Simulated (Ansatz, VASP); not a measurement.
## Two plane-wave programs on La2SnO

```
CELL_PARAMETERS angstrom
-4.08340 4.08340 3.24853
4.08340 -4.08340 3.24853
4.08340 4.08340 -3.24853
ATOMIC_POSITIONS crystal
La 0.15154 0.65154 0.80309
La 0.84846 0.34846 0.19691
La 0.34846 0.15154 0.50000
La 0.65154 0.84846 0.50000
Sn 0.25000 0.25000 0.00000
Sn 0.75000 0.75000 0.00000
O 0.25000 0.75000 0.50000
O 0.75000 0.25000 0.50000
```

Change from the starting cell: species swapped into the InGaSe2 type (I4/mcm, No. 140).

Alike in both runs: functional PBE; k mesh 6 × 6 × 6; occupations gaussian, width 0.1 eV; no spin polarisation.

Ansatz relaxed the structure, and its values are those at the end. VASP's run is a single point on that final structure, the one shown.

|  | VASP | Ansatz |
| --- | --- | --- |
| version | VASP 6.6.1 | Ansatz 0.2.0 |
| potentials or method | VASP PAW PBE potentials, release 64 (La, Sn_d, O), cutoff 520 eV | scalar-relativistic, plane waves, PAW |
| valence electrons in the cell | 84 | 84 |

Ansatz gave:

```
gap on the k mesh at the Fermi level (eV) : none
pressure (GPa)                            : 0.0
rms of the force components (eV/Å)        : 0.002
```

Estimate VASP's values.

gap on the k mesh at the Fermi level (eV): none; pressure (GPa): -0.2; rms of the force components (eV/Å): 0.004.

A gap of «none» marks a metal or a gap that the smearing closes. With one functional, cell and mesh, what is left measures potentials, basis and numerics.

Spin-orbit coupling is off throughout.
